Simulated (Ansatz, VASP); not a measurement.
**Two plane-wave programs on CaHfO**

```
Ca Hf O
1.0
     3.59090    0.00000    0.00000
    -1.79545    3.10981    0.00000
     0.00000    0.00000    6.37405
Ca Hf O
1 1 1
Direct
  0.00000 0.00000 0.50000
  0.66667 0.33333 0.00000
  0.33333 0.66667 0.50000
```

Change from the starting cell: species swapped into the GdAlGa type (P-6m2, No. 187).

Alike in both runs: functional PBE; k mesh 12 × 12 × 8; occupations gaussian, width 0.1 eV; no spin polarisation.

Ansatz relaxed the structure, and its values are those at the end. VASP's run is a single point on that final structure, the one shown.

|  | VASP | Ansatz |
| --- | --- | --- |
| version | VASP 6.6.1 | Ansatz 0.2.0 |
| potentials or method | VASP PAW PBE potentials, release 64 (Ca_sv, Hf_pv, O), cutoff 520 eV | scalar-relativistic, plane waves, PAW |
| valence electrons in the cell | 26 | 42 |

|  | VASP | Ansatz | Ansatz less VASP |
| --- | --- | --- | --- |
| gap on the k mesh at the Fermi level (eV) | none | none | - |
| pressure (GPa) | 0.3 | 0.0 | -0.29 |

A gap of «none» marks a metal or a gap that the smearing closes. VASP's potentials hold 26 valence electrons a cell and Ansatz's 42, so a difference there can come from the potentials and not from the codes.

Spin-orbit coupling is off throughout.
